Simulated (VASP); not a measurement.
Set up this calculation in VASP 6.6.1, as the native input.

| Item | Value |
| --- | --- |
| Task | single point |
| Functional | PBE |
| Potentials or basis | VASP PAW PBE potentials, release 64 (As) |
| Cutoff | 520 eV |
| k mesh | 5 × 5 × 5 |
| Occupations | fermi-dirac, width 0.1 eV |
| Spin | no spin polarisation |
| Dipole correction | no |
| Further INCAR settings | ALGO = Normal; EDIFF = 1e-06; NBANDS = 12 |

The structure of As lies in POSCAR:

```
As
1.0
    0.0000000000      3.0580591033      3.0580591033
    3.0580591033      0.0000000000      3.0580591033
    3.0580591033      3.0580591033      0.0000000000
As
2
Direct
    0.1250000000      0.1250000000      0.1250000000
    0.8750000000      0.8750000000      0.8750000000
```

This isn't the form of As at room conditions, which is rhombohedral.

The input as run:

INCAR

```
SYSTEM = As
PREC     = Accurate       ! precision mode
ENCUT    = 520            ! plane-wave cutoff, eV
EDIFF    = 1E-6           ! SCF threshold, eV
ISMEAR   = -1             ! smearing method
SIGMA    = 0.1            ! smearing width, eV
LREAL    = .False.        ! projectors in reciprocal space
LASPH    = .True.         ! aspherical terms in the spheres
NELM     = 60             ! most SCF steps
ALGO     = Normal         ! electronic algorithm
ISIF     = 2              ! what is computed and relaxed
LWAVE    = .False.        ! write WAVECAR
LCHARG   = .False.        ! write CHGCAR
GGA      = PE             ! functional
NBANDS   = 12             ! bands
```

KPOINTS

```
Automatic mesh
0
Gamma
  5 5 5
  0 0 0
```

Potentials or basis: VASP PAW PBE potentials, release 64 (As).

Command:

```bash
$ cat potpaw_PBE.64/As/POTCAR > POTCAR
$ mpirun -np 1 vasp_std > vasp.out
```

Results of the run:

* Pressure: -0.3 GPa
* Band gap on the k mesh: zero (bands 5 and 6 overlap by 0.65 eV)

Wall time 4.1 s on 1 thread of Intel(R) Xeon(R) 6975P-C (Granite Rapids), with other jobs on the host, peak memory 0.16 GiB.
